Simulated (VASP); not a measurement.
# Ga (Cmce) in VASP: further runs, part 2 of 2

VASP 6.6.1.

## Step 3: Electric field gradients, PBEsol (19.08 Å³/atom)

This run uses another cell than the first one, of 19.08 Å³/atom.

Input file INCAR:

```
SYSTEM = Ga
  PREC = Accurate
  ENCUT = 520
  EDIFF = 1E-8
  ISMEAR = -1
  SIGMA = 0.05
  LREAL = .False.
  LASPH = .True.
  NELM = 60
  ALGO = Normal
  ISIF = 2
  LWAVE = .False.
  LCHARG = .False.
  GGA = PS
  LEFG = .True.
  NBANDS = 34
```

Input file KPOINTS:

```
Automatic mesh
0
Gamma
  9 9 8
  0 0 0
```

Input file POSCAR:

```
Ga
1.0
    2.2402129667     -3.7967455357      0.0000000000
    2.2402129667      3.7967455357      0.0000000000
    0.0000000000      0.0000000000      4.4863856638
Ga
4
Direct
    0.1525000000      0.8475000000      0.0785000000
    0.6525000000      0.3475000000      0.4215000000
    0.8475000000      0.1525000000      0.9215000000
    0.3475000000      0.6525000000      0.5785000000
```

Potentials or basis: VASP PAW PBE potentials, release 64 (Ga_d).

The run is started by

```bash
$ cat potpaw_PBE.64/Ga_d/POTCAR > POTCAR
$ mpirun -np 1 vasp_std > vasp.out
```

OUTCAR:

```text
SYSTEM = Ga
   PREC = Accurate
   ENCUT = 520
   EDIFF = 1E-8
   ISMEAR = -1
   LREAL = .False.
   LASPH = .True.
   NELM = 60
   ISIF = 2
   GGA = PS

 ion  position               nearest neighbor table
   1  0.153  0.847  0.078-   3 2.42   4 2.69   4 2.69   2 2.72   2 2.72   3 2.78   3 2.78
   2  0.653  0.347  0.422-   4 2.42   3 2.69   3 2.69   1 2.72   1 2.72   4 2.78   4 2.78
   3  0.847  0.153  0.922-   1 2.42   2 2.69   2 2.69   4 2.72   4 2.72   1 2.78   1 2.78
   4  0.347  0.653  0.578-   2 2.42   1 2.69   1 2.69   3 2.72   3 2.72   2 2.78   2 2.78

  LATTYP: Found a base centered orthorhombic cell.
 ALAT       =     4.4804259334
 B/A-ratio  =     1.6948145521
 C/A-ratio  =     1.0013301705

  Lattice vectors:

 A1 = (   2.2402129667,  -3.7967455357,   0.0000000000)
 A2 = (   2.2402129667,   3.7967455357,   0.0000000000)
 A3 = (   0.0000000000,   0.0000000000,   4.4863856638)

Analysis of symmetry for initial positions (statically):
=====================================================================
 Subroutine PRICEL returns:
 Original cell was already a primitive cell.

 Routine SETGRP: Setting up the symmetry group for a
 base centered orthorhombic supercell.

 Subroutine GETGRP returns: Found  8 space group operations
 (whereof  4 operations were pure point group operations)
 out of a pool of  8 trial point group operations.

The static configuration has the point symmetry C_2h.
 The point group associated with its full space group is D_2h.

Analysis of symmetry for dynamics (positions and initial velocities):
=====================================================================
 Subroutine PRICEL returns:
 Original cell was already a primitive cell.

 Routine SETGRP: Setting up the symmetry group for a
 base centered orthorhombic supercell.

 Subroutine GETGRP returns: Found  8 space group operations
 (whereof  4 operations were pure point group operations)
 out of a pool of  8 trial point group operations.

The dynamic configuration has the point symmetry C_2h.
 The point group associated with its full space group is D_2h.

 Subroutine INISYM returns: Found  8 space group operations
 (whereof  4 operations are pure point group operations),
 and found     1 'primitive' translations

----------------------------------------------------------------------------------------

                                     Primitive cell

  volume of cell :      76.3181

  direct lattice vectors                    reciprocal lattice vectors
     2.240212967 -3.796745536  0.000000000     0.223193066 -0.131691733  0.000000000
     2.240212967  3.796745536  0.000000000     0.223193066  0.131691733  0.000000000
     0.000000000  0.000000000  4.486385664     0.000000000  0.000000000  0.222896575

  length of vectors
     4.408381880  4.408381880  4.486385664     0.259148330  0.259148330  0.222896575

  position of ions in fractional coordinates (direct lattice)
     0.152500000  0.847500000  0.078500000
     0.652500000  0.347500000  0.421500000
     0.847500000  0.152500000  0.921500000
     0.347500000  0.652500000  0.578500000

[... 94 lines left out ...]
   EFERMI_NEDOS =   21; number of points for ismear=-14 and -15
   IALGO  =     38    algorithm
   IMIX   =      4    mixing-type and parameters
     AMIX     =   0.40;   BMIX     =  1.00
     AMIX_MAG =   1.60;   BMIX_MAG =  1.00
  volume/ion in A,a.u.               =      19.08       128.75
  Fermi-wavevector in a.u.,A,eV,Ry     =   1.440567  2.722277 28.235265  2.075233
  Thomas-Fermi vector in A             =   2.559297
   LORBIT       =      0    0 simple, 1 ext, 2 COOP (PROOUT), +10 PAW based schemes
   GGA     = PS    functional components
   LHFCALC =     F    Hartree Fock is set to
   AEXX    =    0.0000 exact exchange contribution
   IVDW    =     0    specifies the selected vdW correction
   LEPSILON=     F    determine dielectric tensor
   LRPA    =     F    only Hartree local field effects (RPA)
 non-spin polarized calculation
  energy-cutoff  :      520.00
  volume of cell :       76.32
 maximum number of plane-waves:      2076
 NGX is ok and might be reduce to    36
   NGX = 17   NGY = 17   NGZ = 17

 number of electron      52.0000020 magnetization

 Free energy of the ion-electron system (eV)
  ---------------------------------------------------
  ext. energy  EPLUGINS =         0.00000000
  ---------------------------------------------------
  free energy    TOTEN  =       -13.37705828 eV

  energy without entropy =      -13.36907603  energy(sigma->0) =      -13.37306715

 E-fermi :   5.1066     XC(G=0): -10.9390

 val. band max:        5.1062211221   @ k =  -0.4444   0.3333   0.1250
 cond. band min:       5.1121160188   @ k =  -0.4444   0.2222   0.0000
 fundamental gap:      0.0058948968
 Fermi energy:         5.1066432060

 k-point     1 :       0.0000    0.0000    0.0000
  band No.  band energies     occupation
      1     -10.0253      2.00000
      2     -10.0165      2.00000
      3     -10.0164      2.00000
      4      -9.9892      2.00000
      5      -9.9322      2.00000
      6      -9.9003      2.00000
[... 877 lines left out ...]
     33      11.9140      0.00000
     34      13.0844      0.00000

 [... further k-points ...]

------------------------ aborting loop because EDIFF is reached ----------------------------------------

  FORCE on cell =-STRESS in cart. coord.  units (eV):
  Direction    XX          YY          ZZ          XY          YZ          ZX
  --------------------------------------------------------------------------------------
  -------------------------------------------------------------------------------------
  Total       -0.3875523      0.8109173     -0.3794501      0.0000000     -0.0000000      0.0000000
  in kB       -8.1360477     17.0239280     -7.9659542      0.0000000     -0.0000000      0.0000000
  external PRESSURE =       0.3073087 kB  Pullay stress =       0.0000000 kB

 VOLUME and BASIS-vectors are now :
 -----------------------------------------------------------------------------
  energy-cutoff  :      520.00
  volume of cell :       76.32
      direct lattice vectors                 reciprocal lattice vectors
     2.240212967 -3.796745536  0.000000000     0.223193066 -0.131691733  0.000000000
     2.240212967  3.796745536  0.000000000     0.223193066  0.131691733  0.000000000
     0.000000000  0.000000000  4.486385664     0.000000000  0.000000000  0.222896575

 POSITION                                       TOTAL-FORCE (eV/Angst)
 -----------------------------------------------------------------------------------
      2.24021      2.63874      0.35218         0.000000     -0.430263      0.123170
      2.24021     -1.15801      1.89101         0.000000     -0.430263     -0.123170
      2.24021     -2.63874      4.13420         0.000000      0.430263     -0.123170
      2.24021      1.15801      2.59537         0.000000      0.430263      0.123170
 -----------------------------------------------------------------------------------
    total drift:                                0.000000      0.000000     -0.000000

  FREE ENERGIE OF THE ION-ELECTRON SYSTEM (eV)
  ---------------------------------------------------
  free  energy   TOTEN  =       -13.3770582833 eV

  energy  without entropy=      -13.3690760261  energy(sigma->0) =      -13.37306715

 Electric field gradients (V/A^2)
---------------------------------------------------------------------
 ion       V_xx      V_yy      V_zz      V_xy      V_xz      V_yz
---------------------------------------------------------------------
   1      30.125   -42.024    11.899    -0.000    -0.000    26.439
   2      30.125   -42.024    11.899    -0.000     0.000   -26.439
   3      30.125   -42.024    11.899     0.000     0.000    26.439
   4      30.125   -42.024    11.899    -0.000    -0.000   -26.439
---------------------------------------------------------------------

 Electric field gradients after diagonalization (V/A^2)
 (convention: |V_zz| > |V_xx| > |V_yy|)
----------------------------------------------------------------------
 ion       V_xx      V_yy      V_zz     asymmetry (V_yy - V_xx)/ V_zz
----------------------------------------------------------------------
   1      30.125    22.699   -52.824       0.141
   2      30.125    22.699   -52.824       0.141
   3      30.125    22.699   -52.824       0.141
   4      30.125    22.699   -52.824       0.141
----------------------------------------------------------------------

           NMR quadrupolar parameters

 Cq : quadrupolar parameter    Cq=e*Q*V_zz/h
 eta: asymmetry parameters     (V_yy - V_xx)/ V_zz
 Q  : nuclear electric quadrupole moment in mb (millibarn)
----------------------------------------------------------------------
 ion       Cq(MHz)       eta       Q (mb)
----------------------------------------------------------------------
   1      -0.128       0.141       1.000
   2      -0.128       0.141       1.000
   3      -0.128       0.141       1.000
   4      -0.128       0.141       1.000
----------------------------------------------------------------------
```

OSZICAR:

```text
N       E                     dE             d eps       ncg     rms          rms(c)
DAV:   1     0.353564608777E+03    0.35356E+03   -0.25360E+04  8764   0.291E+03
DAV:   2     0.299059732597E+02   -0.32366E+03   -0.31546E+03  8764   0.528E+02
DAV:   3    -0.122241956709E+02   -0.42130E+02   -0.41630E+02  9462   0.151E+02
DAV:   4    -0.135569910668E+02   -0.13328E+01   -0.13269E+01 10036   0.300E+01
DAV:   5    -0.135845407930E+02   -0.27550E-01   -0.27535E-01 10570   0.445E+00    0.279E+00
DAV:   6    -0.134169698674E+02    0.16757E+00   -0.33404E-01 10926   0.802E+00    0.144E+00
DAV:   7    -0.133803893405E+02    0.36581E-01   -0.79616E-02 12460   0.300E+00    0.360E-01
DAV:   8    -0.133769688460E+02    0.34205E-02   -0.16935E-02  9138   0.140E+00    0.483E-02
DAV:   9    -0.133770633817E+02   -0.94536E-04   -0.12511E-03  9672   0.384E-01    0.274E-02
DAV:  10    -0.133770571550E+02    0.62267E-05   -0.25429E-04  9836   0.185E-01    0.583E-03
DAV:  11    -0.133770599817E+02   -0.28267E-05   -0.42928E-05  9996   0.774E-02    0.636E-03
DAV:  12    -0.133770582525E+02    0.17293E-05   -0.16829E-05 10236   0.517E-02    0.820E-04
DAV:  13    -0.133770583751E+02   -0.12262E-06   -0.16698E-06 11120   0.970E-03    0.511E-04
DAV:  14    -0.133770583170E+02    0.58120E-07   -0.95005E-08 10154   0.212E-03    0.165E-04
DAV:  15    -0.133770583014E+02    0.15525E-07   -0.70089E-09  5042   0.879E-04    0.929E-05
DAV:  16    -0.133770582800E+02    0.21410E-07   -0.18348E-09  4840   0.412E-04    0.191E-05
DAV:  17    -0.133770582833E+02   -0.32705E-08   -0.69117E-10  4804   0.262E-04
   1 F= -.13377058E+02 E0= -.13373067E+02  d E =-.798226E-02
```

stdout:

```text
POSCAR found type information on POSCAR Ga
 POSCAR found :  1 types and       4 ions
 scaLAPACK will be used
 -----------------------------------------------------------------------------
|                                                                             |
|                                                                             |
|     You enforced a specific xc type in the INCAR file but a different       |
|     I HOPE YOU KNOW WHAT YOU ARE DOING!                                     |
|                                                                             |
 -----------------------------------------------------------------------------

 LDA part: xc-table for (Slater+PW92), standard interpolation
 POSCAR, INCAR and KPOINTS ok, starting setup
 FFT: planning ... GRIDC
 FFT: planning ... GRID_SOFT
 FFT: planning ... GRID
 WAVECAR not read
 entering main loop
ion   1

ion   2

ion   3

ion   4
```

Run time: 8.3 min. Hardware: 1 thread of Intel Xeon 8259CL, shared host; peak memory 0.36 GiB.

What came out:

| Property | Result |
| --- | --- |
| Free energy | -13.3771 eV |
| Pressure | 0.0 GPa |
| Largest force | 0.448 eV/Å |
| Band gap on the k mesh | zero (bands 26 and 27 overlap by 1.28 eV) |
| Largest electric field gradient by atom | Ga -52.8 V/Å² |

Forces in eV/Å, atoms in the order of the input:
```
Ga   0.000 -0.430  0.123
Ga   0.000 -0.430 -0.123
Ga   0.000  0.430 -0.123
Ga   0.000  0.430  0.123
```

Electric field gradients, principal values (V/Å²):
```tsv
atom	least	middle	greatest (by size)
1 Ga	22.699	30.125	-52.824
2 Ga	22.699	30.125	-52.824
3 Ga	22.699	30.125	-52.824
4 Ga	22.699	30.125	-52.824
```

Caveat: without QUAD_EFG the Cq values of the log hold for a quadrupole moment of 1 mb, not for the nuclei; the PAW data sets were made with another functional, which shifts forces and pressure a little.
